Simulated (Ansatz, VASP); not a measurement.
## One calculation of SnTe, two programs

The input INCAR:

```
SYSTEM = SnTe
PREC = Accurate
ENCUT = 520
EDIFF = 1E-6
ISMEAR = -1
SIGMA = 0.08
LREAL = .FALSE.
LASPH = .TRUE.
NELM = 100
ALGO = Normal
ISIF = 2
LWAVE = .FALSE.
LCHARG = .TRUE.
GGA = PS
LELF = .TRUE.
LVHAR = .TRUE.
NBANDS = 17
```

The input KPOINTS:

```
regular mesh
0
G
  11 11 11
  0 0 0
```

Contents of POSCAR:

```
SnTe
1.0
    0.0315650000      3.1722825000      3.1722825000
    3.1722825000      0.0315650000      3.1722825000
    3.1722825000      3.1722825000      0.0315650000
Sn Te
1 1
Direct
    0.0000000000      0.0000000000      0.0000000000
    0.5000000000      0.5000000000      0.5000000000
```

Input for Ansatz:

```yaml
crystal:
  lattice:
    - [0.031565, 3.1722825, 3.1722825]
    - [3.1722825, 0.031565, 3.1722825]
    - [3.1722825, 3.1722825, 0.031565]
  atoms:
    - { symbol: Sn, position: [0.0, 0.0, 0.0] }
    - { symbol: Te, position: [0.5, 0.5, 0.5] }
kpoints:
  mp_grid: { grid: [11, 11, 11] }
  band_path:
    path:
      - [0.0, 0.0, 0.0]
      - [0.5, 0.5, 0.5]
      - [0.247543133, 0.5, 0.752456867]
      - [-0.247543133, 0.247543133, 0.5]
      - [0.0, 0.0, 0.5]
      - [0.0, 0.0, 0.0]
      - [-0.3737715665, 0.0, 0.3737715665]
      - [0.0, 0.3737715665, 0.6262284335]
      - [0.0, 0.5, 0.5]
    npoints: 5
scf:
  occupations: { method: fermi_dirac, width: 0.08 }
hamiltonian:
  xc: pbesol
  pseudopotentials: { kind: all_electron, lapw: { basis_error: 0.00025 } }
output:
  forces: true
  stress: true
  eigenvalues: true
```

Change from the starting cell: equal xy, yz and zx shear strains of +1 %.

Alike in both runs: task single point; functional PBEsol; k mesh 11 × 11 × 11; occupations fermi-dirac, width 0.08 eV; no spin polarisation.

|  | VASP | Ansatz |
| --- | --- | --- |
| version | VASP 6.6.1 | Ansatz 0.2.0 |
| potentials or method | VASP PAW PBE potentials, release 64 (Sn_d, Te), cutoff 520 eV | all-electron LAPW, scalar-relativistic |

```csv
,VASP,Ansatz,Ansatz less VASP
pressure (GPa),-0.6,-0.5,+0.03
"traceless stress, the component that is largest in VASP (GPa)",-0.16,-0.16,0.000
```

VASP's potentials were made for PBE, not for PBEsol. Ansatz ran all-electron here, and VASP with PAW potentials.

Neither program's run includes spin-orbit coupling.
